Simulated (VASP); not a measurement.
# LiTmH4 (P4/mmm) in VASP: further runs

LiTmH4 is run at these levels: PBE; tasks: single point.

Everything below comes from runs of VASP 6.6.1. Logs are shortened: lines on timing, memory, paths and dates and some standing lists are left out, and cuts for length are marked.

### 1 The cell of the first run

It takes space group P4/mmm (No. 123, tetragonal). The conventional cell has a = 4.255 Å, b = 4.255 Å, c = 3.525 Å, α = 90.00°, β = 90.00°, γ = 90.00°. Li (site symmetry 4/mmm) has 8 H at 1.97 Å within 2.6 Å. Tm (site symmetry 4/mmm) has 4 H at 2.13 Å within 2.8 Å. Within 1.7 Å of H (site symmetry m2m) lie 2 H at 1.24 Å.

### 2 Single point, PBE

Contents of INCAR:

```
ALGO = Normal
EDIFF = 1E-6
ENCUT = 750
GGA = PE
GGA_COMPAT = F
ISIF = 2
ISMEAR = 0
LASPH = T
LCHARG = F
LMAXMIX = 6
LREAL = F
LWAVE = F
NBANDS = 24
NELM = 200
PREC = Accurate
SIGMA = 0.15
```

Contents of KPOINTS:

```
k-points
0
Gamma
  3 3 3
```

Contents of POSCAR:

```
LiTmH4
1.0
    4.2549425667      0.0000000000      0.0000000000
    0.0000000000      4.2549425667      0.0000000000
    0.0000000000      0.0000000000      3.5250902204
Li Tm H
1 1 4
Direct
    0.5000000000      0.5000000000      0.5000000000
    0.0000000000      0.0000000000      0.0000000000
    0.6460740604      0.6460740604      0.0000000000
    0.3539259396      0.3539259396      0.0000000000
    0.3539259396      0.6460740604      0.0000000000
    0.6460740604      0.3539259396      0.0000000000
```

Potentials or basis: VASP PAW PBE potentials, release 64 (Li_sv, Tm, H).

Command:

```console
$ cat potpaw_PBE.64/Li_sv/POTCAR potpaw_PBE.64/Tm/POTCAR potpaw_PBE.64/H/POTCAR > POTCAR
$ mpirun -np 1 vasp_std > vasp.out
```

OUTCAR:

```text
EDIFF = 1E-6
   ENCUT = 750
   GGA = PE
   ISIF = 2
   ISMEAR = 0
   LASPH = T
   LREAL = F
   NELM = 200
   PREC = Accurate

 ion  position               nearest neighbor table
   1  0.500  0.500  0.500-
   2  0.000  0.000  0.000-   3 2.13   4 2.13   5 2.13   6 2.13
   3  0.646  0.646  0.000-   2 2.13
   4  0.354  0.354  0.000-   2 2.13
   5  0.354  0.646  0.000-   2 2.13
   6  0.646  0.354  0.000-   2 2.13

  LATTYP: Found a simple tetragonal cell.
 ALAT       =     4.2549425667
 C/A-ratio  =     0.8284695187

  Lattice vectors:

 A1 = (   4.2549425667,   0.0000000000,   0.0000000000)
 A2 = (   0.0000000000,   4.2549425667,   0.0000000000)
 A3 = (   0.0000000000,   0.0000000000,   3.5250902204)

Analysis of symmetry for initial positions (statically):
=====================================================================
 Subroutine PRICEL returns:
 Original cell was already a primitive cell.

 Routine SETGRP: Setting up the symmetry group for a
 simple tetragonal supercell.

 Subroutine GETGRP returns: Found 16 space group operations
 (whereof 16 operations were pure point group operations)
 out of a pool of 16 trial point group operations.

The static configuration has the point symmetry D_4h.

Analysis of symmetry for dynamics (positions and initial velocities):
=====================================================================
 Subroutine PRICEL returns:
 Original cell was already a primitive cell.

 Routine SETGRP: Setting up the symmetry group for a
 simple tetragonal supercell.

 Subroutine GETGRP returns: Found 16 space group operations
 (whereof 16 operations were pure point group operations)
 out of a pool of 16 trial point group operations.

The dynamic configuration has the point symmetry D_4h.

 Subroutine INISYM returns: Found 16 space group operations
 (whereof 16 operations are pure point group operations),
 and found     1 'primitive' translations

----------------------------------------------------------------------------------------

                                     Primitive cell

  volume of cell :      63.8201

  direct lattice vectors                    reciprocal lattice vectors
     4.254942567  0.000000000  0.000000000     0.235020799  0.000000000  0.000000000
     0.000000000  4.254942567  0.000000000     0.000000000  0.235020799  0.000000000
     0.000000000  0.000000000  3.525090220     0.000000000  0.000000000  0.283680683

  length of vectors
     4.254942567  4.254942567  3.525090220     0.235020799  0.235020799  0.283680683

  position of ions in fractional coordinates (direct lattice)
     0.500000000  0.500000000  0.500000000
     0.000000000  0.000000000  0.000000000
     0.646074060  0.646074060  0.000000000
     0.353925940  0.353925940  0.000000000
     0.353925940  0.646074060  0.000000000
     0.646074060  0.353925940  0.000000000

  ion indices of the primitive-cell ions
   primitive index   ion index
                 1           1
                 2           2
                 3           3
                 4           4
                 5           5
                 6           6

----------------------------------------------------------------------------------------

 KPOINTS: k-points

Automatic generation of k-mesh.
 Grid dimensions read from file:
 generate k-points for:    3    3    3

 Generating k-lattice:

  Cartesian coordinates                     Fractional coordinates (reciprocal lattice)
     0.078340266  0.000000000  0.000000000     0.333333333  0.000000000  0.000000000
     0.000000000  0.078340266  0.000000000     0.000000000  0.333333333  0.000000000
     0.000000000  0.000000000  0.094560228     0.000000000  0.000000000  0.333333333

  Length of vectors
     0.078340266  0.078340266  0.094560228

  Shift w.r.t. Gamma in fractional coordinates (k-lattice)
     0.000000000  0.000000000  0.000000000

 Subroutine IBZKPT returns following result:
 ===========================================

 Found      6 irreducible k-points:

 Following reciprocal coordinates:
            Coordinates               Weight
  0.000000  0.000000  0.000000      1.000000
  0.333333  0.000000  0.000000      4.000000
  0.333333  0.333333  0.000000      4.000000
  0.000000  0.000000  0.333333      2.000000
  0.333333  0.000000  0.333333      8.000000
  0.333333  0.333333  0.333333      8.000000
   k-points           NKPTS =      6   k-points in BZ     NKDIM =      6   number of bands    NBANDS=     24
   number of dos      NEDOS =    301   number of ions     NIONS =      6
   total plane-waves  NPLWV =  51200
   dimension x,y,z NGX =    40 NGY =   40 NGZ =   32
   dimension x,y,z NGXF=    80 NGYF=   80 NGZF=   64
   ions per type =               1   1   4
   NGX,Y,Z   is equivalent  to a cutoff of  15.63, 15.63, 15.09 a.u.
   NGXF,Y,Z  is equivalent  to a cutoff of  31.26, 31.26, 30.18 a.u.
 SYSTEM =  unknown system
   PREC   = accura    normal or accurate (medium, high low for compatibility)
   ISTART =      0    job   : 0-new  1-cont  2-samecut
   ICHARG =      2    charge: 1-file 2-atom 10-const
   ISPIN  =      1    spin polarized calculation?
   LNONCOLLINEAR =      F non collinear calculations
   LSORBIT =      F    spin-orbit coupling
   LASPH  =      T    aspherical Exc in radial PAW
   ENCUT  =  750.0 eV  55.12 Ry    7.42 a.u.   9.50  9.50  7.87*2*pi/ulx,y,z
   NELM   =    200;   NELMIN=  2; NELMDL= -5     # of ELM steps
   EDIFF  = 0.1E-05   stopping-criterion for ELM
   LREAL  =      F    real-space projection
   EDIFFG = 0.1E-04   stopping-criterion for IOM
   NSW    =      0    number of steps for IOM
   IBRION =     -1    ionic relax: 0-MD 1-quasi-New 2-CG
   NFREE  =      0    steps in history (QN), initial steepest desc. (CG)
   ISIF   =      2    stress and relaxation
   ISYM   =      2    0-nonsym 1-usesym 2-fastsym
   POTIM  = 0.5000    time-step for ionic-motion
   TEBEG  =    0.0;   TEEND  =   0.0 temperature during run
   PSTRESS=    0.0 pullay stress
   NELECT =      30.0000    total number of electrons
   NUPDOWN=      -1.0000    fix difference up-down
   EMIN   =  10.00;   EMAX   =-10.00  energy-range for DOS
   EFERMI =   0.00;   METHOD = LEGACY
   ISMEAR =     0;   SIGMA  =   0.15  broadening in eV -4-tet -1-fermi 0-gaus
   EFERMI_NEDOS =   21; number of points for ismear=-14 and -15
   IALGO  =     38    algorithm
   IMIX   =      4    mixing-type and parameters
     AMIX     =   0.40;   BMIX     =  1.00
     AMIX_MAG =   1.60;   BMIX_MAG =  1.00
  volume/ion in A,a.u.               =      10.64        71.78
  Fermi-wavevector in a.u.,A,eV,Ry     =   1.272905  2.405442 22.045349  1.620287
  Thomas-Fermi vector in A             =   2.405758
   LORBIT       =      0    0 simple, 1 ext, 2 COOP (PROOUT), +10 PAW based schemes
   GGA     = PE    functional components
   LHFCALC =     F    Hartree Fock is set to
   AEXX    =    0.0000 exact exchange contribution
   IVDW    =     0    specifies the selected vdW correction
   LEPSILON=     F    determine dielectric tensor
   LRPA    =     F    only Hartree local field effects (RPA)
 non-spin polarized calculation
 Gauss-broadening in eV      SIGMA  =   0.15
  energy-cutoff  :      750.00
  volume of cell :       63.82
 maximum number of plane-waves:      2995
 NGX is ok and might be reduce to    40
   NGX = 19   NGY = 19   NGZ = 15

 number of electron      30.0000006 magnetization

 Free energy of the ion-electron system (eV)
  ---------------------------------------------------
  ext. energy  EPLUGINS =         0.00000000
  ---------------------------------------------------
  free energy    TOTEN  =       -17.56604134 eV

  energy without entropy =      -17.37765228  energy(sigma->0) =      -17.47184681

 E-fermi :   1.4200     XC(G=0):  -9.0900

 val. band max:        1.3976196602   @ k =   0.3333   0.3333   0.0000
 cond. band min:       1.4210005027   @ k =   0.3333   0.0000   0.0000
 fundamental gap:      0.0233808425
 Fermi energy:         1.4199679793

 k-point     1 :       0.0000    0.0000    0.0000
  band No.  band energies     occupation
      1     -48.3158      2.00000
      2     -44.9136      2.00000
      3     -21.7148      2.00000
      4     -21.7148      2.00000
      5     -21.5459      2.00000
      6      -8.6536      2.00000
      7      -0.8081      2.00000
      8      -0.8081      2.00000
      9       0.3301      2.00000
     10       1.2228      1.93700
     11       1.2228      1.93700
     12       1.2574      1.87474
     13       1.2649      1.85629
     14       1.2862      1.79273
     15       1.4274      0.94431
     16       1.4274      0.94431
     17       2.0937      0.00000
     18       2.7999      0.00000
     19       5.3113      0.00000
     20       6.4746      0.00000
     21       6.9413      0.00000
     22       6.9413      0.00000
     23       9.9242      0.00000
     24       9.9242      0.00000

 k-point     2 :       0.3333    0.0000    0.0000
  band No.  band energies     occupation
      1     -48.3150      2.00000
      2     -44.9136      2.00000
      3     -21.7674      2.00000
      4     -21.7071      2.00000
      5     -21.5435      2.00000
      6      -8.0601      2.00000
      7      -3.0654      2.00000
      8      -1.5899      2.00000
      9       1.1810      1.97576
     10       1.1911      1.96902
     11       1.2039      1.95838
     12       1.2413      1.90797
     13       1.2527      1.88518
     14       1.2768      1.82292
     15       1.2961      1.75704
     16       1.4210      0.99223
     17       3.8271      0.00000
     18       5.0400      0.00000
     19       5.2096      0.00000
     20       5.6572      0.00000
     21       7.0819      0.00000
     22       8.9391      0.00000
     23       9.5794      0.00000
     24      10.5131      0.00000

 k-point     3 :       0.3333    0.3333    0.0000
  band No.  band energies     occupation
      1     -48.3143      2.00000
      2     -44.9135      2.00000
      3     -21.7570      2.00000
      4     -21.7538      2.00000
      5     -21.5411      2.00000
      6      -7.9834      2.00000
      7      -2.7677      2.00000
      8      -1.8182      2.00000
      9       1.0738      1.99890
     10       1.1803      1.97617
     11       1.2177      1.94343
     12       1.2204      1.94014
     13       1.2428      1.90521
     14       1.2901      1.77910
     15       1.3000      1.74197
     16       1.3976      1.16688
     17       3.9346      0.00000
     18       5.6214      0.00000
     19       5.7144      0.00000
     20       5.8027      0.00000
     21       6.2752      0.00000
     22       7.8528      0.00000
     23       8.5956      0.00000
     24       9.4530      0.00000

 k-point     4 :       0.0000    0.0000    0.3333
  band No.  band energies     occupation
      1     -48.3058      2.00000
      2     -44.9119      2.00000
      3     -21.7892      2.00000
      4     -21.6897      2.00000
      5     -21.6897      2.00000
      6      -8.5204      2.00000
      7      -0.3391      2.00000
      8      -0.3391      2.00000
      9       0.7811      2.00000
     10       1.2125      1.94957
     11       1.2352      1.91846
     12       1.2430      1.90477
     13       1.2781      1.81892
     14       1.2781      1.81892
     15       1.5127      0.38174
     16       1.5127      0.38174
     17       2.9077      0.00000
     18       3.1066      0.00000
     19       4.0759      0.00000
     20       4.0759      0.00000
     21       5.5940      0.00000
     22       6.9737      0.00000
     23       9.2353      0.00000
     24      10.3611      0.00000

 k-point     5 :       0.3333    0.0000    0.3333
  band No.  band energies     occupation
      1     -48.3051      2.00000
      2     -44.9118      2.00000
      3     -21.7853      2.00000
      4     -21.7400      2.00000
      5     -21.6824      2.00000
      6      -8.0006      2.00000
      7      -2.2537      2.00000
      8      -1.1294      2.00000
      9       1.0709      1.99900
     10       1.2054      1.95689
     11       1.2062      1.95617
     12       1.2186      1.94240
     13       1.2299      1.92689
     14       1.2622      1.86304
     15       1.2812      1.80915
     16       1.3822      1.27844
     17       2.8808      0.00000
     18       4.3049      0.00000
     19       4.8172      0.00000
     20       5.9845      0.00000
     21       7.5971      0.00000
     22       7.9993      0.00000
     23       8.5371      0.00000
     24       9.2517      0.00000

 k-point     6 :       0.3333    0.3333    0.3333
  band No.  band energies     occupation
      1     -48.3044      2.00000
      2     -44.9118      2.00000
      3     -21.7814      2.00000
      4     -21.7298      2.00000
      5     -21.7265      2.00000
      6      -7.9709      2.00000
      7      -2.0183      2.00000
      8      -1.1488      2.00000
      9       1.1374      1.99227
     10       1.1965      1.96486
     11       1.2024      1.95977
     12       1.2073      1.95500
     13       1.2377      1.91435
     14       1.2378      1.91414
     15       1.2973      1.75246
     16       1.7796      0.00070
     17       2.6362      0.00000
     18       3.4770      0.00000
     19       4.6883      0.00000
     20       6.2747      0.00000
     21       6.3422      0.00000
     22       8.0060      0.00000
     23       9.0837      0.00000
     24      10.0875      0.00000

------------------------ aborting loop because EDIFF is reached ----------------------------------------

  FORCE on cell =-STRESS in cart. coord.  units (eV):
  Direction    XX          YY          ZZ          XY          YZ          ZX
  --------------------------------------------------------------------------------------
  -------------------------------------------------------------------------------------
  Total        2.0139552      2.0139552      0.0442248      0.0000000      0.0000000      0.0000000
  in kB       50.5594979     50.5594979      1.1102438      0.0000000      0.0000000      0.0000000
  external PRESSURE =      34.0764132 kB  Pullay stress =       0.0000000 kB

 VOLUME and BASIS-vectors are now :
 -----------------------------------------------------------------------------
  energy-cutoff  :      750.00
  volume of cell :       63.82
      direct lattice vectors                 reciprocal lattice vectors
     4.254942567  0.000000000  0.000000000     0.235020799  0.000000000  0.000000000
     0.000000000  4.254942567  0.000000000     0.000000000  0.235020799  0.000000000
     0.000000000  0.000000000  3.525090220     0.000000000  0.000000000  0.283680683

 POSITION                                       TOTAL-FORCE (eV/Angst)
 -----------------------------------------------------------------------------------
      2.12747      2.12747      1.76255         0.000000      0.000000      0.000000
      0.00000      0.00000      0.00000         0.000000      0.000000      0.000000
      2.74901      2.74901      0.00000         0.046026      0.046026      0.000000
      1.50593      1.50593      0.00000        -0.046026     -0.046026     -0.000000
      1.50593      2.74901      0.00000        -0.046026      0.046026      0.000000
      2.74901      1.50593      0.00000         0.046026     -0.046026     -0.000000
 -----------------------------------------------------------------------------------
    total drift:                               -0.000000      0.000000      0.000000

  FREE ENERGIE OF THE ION-ELECTRON SYSTEM (eV)
  ---------------------------------------------------
  free  energy   TOTEN  =       -17.5660413367 eV

  energy  without entropy=      -17.3776522782  energy(sigma->0) =      -17.47184681
```

It took 32 s on 1 thread of Intel Xeon Platinum 8488C (Sapphire Rapids), shared host; peak memory 0.23 GiB.

Results:

| Quantity | Value |
| --- | --- |
| Free energy | -17.5660 eV |
| Pressure | 3.4 GPa |
| Largest force | 0.065 eV/Å |
| Band gap on the k mesh | zero (band 15 reaches 1.51 eV, above the bottom of band 16 at 1.38 eV) |

Forces in eV/Å, atoms in the order of the input:
```
Li   0.000  0.000  0.000
Tm   0.000  0.000  0.000
H    0.046  0.046  0.000
H   -0.046 -0.046  0.000
H   -0.046  0.046  0.000
H    0.046 -0.046  0.000
```

Caveat: the k points lie up to 0.59 Å⁻¹ apart; spin-orbit coupling is left out, which moves the levels of the heavy elements; without U or exact exchange the open f shell lies at the Fermi level, which spoils levels, moments and volumes.

### 3 Single point, PBE

This run uses another cell than the first one, of 12.80 Å³/atom, 1.204 times its volume.

Contents of INCAR:

```
SYSTEM = LiTmH4
  PREC = Accurate
  ENCUT = 750
  EDIFF = 1E-6
  ISMEAR = 0
  SIGMA = 0.15
  LREAL = .FALSE.
  LASPH = .TRUE.
  NELM = 200
  ALGO = Normal
  ISIF = 2
  LWAVE = .FALSE.
  LCHARG = .FALSE.
  GGA = PE
  NBANDS = 24
  GGA_COMPAT = .FALSE.
  LMAXMIX = 6
```

Contents of KPOINTS:

```
regular mesh
0
G
  3 3 3
  0 0 0
```

Contents of POSCAR:

```
LiTmH4
1.0
    3.8618681058      0.0000000000      0.0000000000
    0.0000000000      3.8618681058      0.0000000000
    0.0000000000      0.0000000000      5.1504803563
Li Tm H
1 1 4
Direct
    0.5000000000      0.5000000000      0.0000000000
    0.0000000000      0.0000000000      0.0000000000
    0.0000000000      0.5000000000      0.7918530108
    0.5000000000      0.0000000000      0.7918530108
    0.0000000000      0.5000000000      0.2081469892
    0.5000000000      0.0000000000      0.2081469892
```

Potentials or basis: VASP PAW PBE potentials, release 64 (Li_sv, Tm, H).

Command:

```console
$ cat potpaw_PBE.64/Li_sv/POTCAR potpaw_PBE.64/Tm/POTCAR potpaw_PBE.64/H/POTCAR > POTCAR
$ mpirun -np 1 vasp_std > vasp.out
```

Wall time 72 s (1 thread of Intel Xeon Platinum 8488C (Sapphire Rapids), shared host); peak memory 0.26 GiB.

Results (log left out):

| Item | Value |
| --- | --- |
| Free energy | -19.3324 eV |
| Pressure | 1.0 GPa |
| Largest force | 0.130 eV/Å |
| Band gap on the k mesh | zero (band 15 reaches -0.78 eV, above the bottom of band 16 at -0.90 eV) |

Forces in eV/Å, atoms in the order of the input:
```
Li   0.000  0.000  0.000
Tm   0.000  0.000  0.000
H    0.000  0.000  0.130
H    0.000  0.000  0.130
H    0.000  0.000 -0.130
H    0.000  0.000 -0.130
```

Stress tensor (GPa, compression positive):
```
 1.78  0.00  0.00
 0.00  1.78  0.00
 0.00  0.00 -0.49
```

Levels at points of the mesh, in eV from the Fermi level:
```
           k point  band 13  band 14  band 15  band 16  band 17  band 18
(0.00, 0.00, 0.00)    -0.18    -0.17     0.01     1.88     2.18     4.78
```

Caveat: the k points lie up to 0.54 Å⁻¹ apart; spin-orbit coupling is left out, which moves the levels of the heavy elements; without U or exact exchange the open f shell lies at the Fermi level, which spoils levels, moments and volumes. Spin polarisation is off, so any magnetic state and its effect on volume and gap are missing.
